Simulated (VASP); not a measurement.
Wanted: the native input for a VASP 6.6.1 run.

* Task: relaxation of cell and atoms
* Functional: LDA
* Potentials or basis: VASP PAW LDA potentials, release 64 (Cs_sv, Sn_d, Br)
* Cutoff: 500 eV
* k mesh: 6 × 6 × 6
* Occupations: gaussian, width 0.02 eV
* Spin: no spin polarisation
* Dipole correction: no
* Further INCAR settings: ALGO = Normal; EDIFF = 1e-07; IBRION = 2; EDIFFG = -0.005; NSW = 70; ISIF = 3

The structure of CsSnBr3 lies in POSCAR:

```
CsSnBr3
1.0
    5.8952860393      0.0000000000      0.0000000000
    0.0000000000      5.8952860393      0.0000000000
    0.0000000000      0.0000000000      5.8952860393
Cs Sn Br
1 1 3
Direct
    0.0000000000      0.0000000000      0.0000000000
    0.5000000000      0.5000000000      0.5000000000
    0.5000000000      0.0000000000      0.5000000000
    0.5000000000      0.5000000000      0.0000000000
    0.0000000000      0.5000000000      0.5000000000
```

These files were run (other wordings do the same):

INCAR

```
PREC = Accurate ; ENCUT = 500
EDIFF = 1E-7 ; ISMEAR = 0
SIGMA = 0.02 ; LREAL = F
LASPH = T ; NELM = 120
ALGO = Normal ; ISIF = 3
LWAVE = F ; LCHARG = F
IBRION = 2 ; NSW = 70
EDIFFG = -0.005 ; GGA_COMPAT = F
NELMIN = 4
```

KPOINTS

```
Automatic mesh
0
Gamma
  6 6 6
```

Potentials or basis: VASP PAW LDA potentials, release 64 (Cs_sv, Sn_d, Br).

Run with:

```sh
$ cat potpaw_LDA.64/Cs_sv/POTCAR potpaw_LDA.64/Sn_d/POTCAR potpaw_LDA.64/Br/POTCAR > POTCAR
$ mpirun -np 1 vasp_std > vasp.out
```

It gave:

* Relaxed volume: 36.41 Å³/atom
* Relaxed cell: a = 5.667 Å, b = 5.667 Å, c = 5.667 Å, α = 90.00°, β = 90.00°, γ = 90.00°
* Space group after relaxing (to 0.1 Å): Pm-3m (No. 221)
* Energy gained by relaxing: 36.6 meV/atom
* Ionic steps: 4
* Pressure after relaxing: 0.0 GPa
* Band gap on the k mesh: zero (filled and empty bands touch)

Caveat: spin-orbit coupling is left out, which moves the levels of the heavy elements.

Wall time 9.6 min on 1 thread of Intel Xeon 8259CL, on a shared host, peak memory 0.33 GiB.
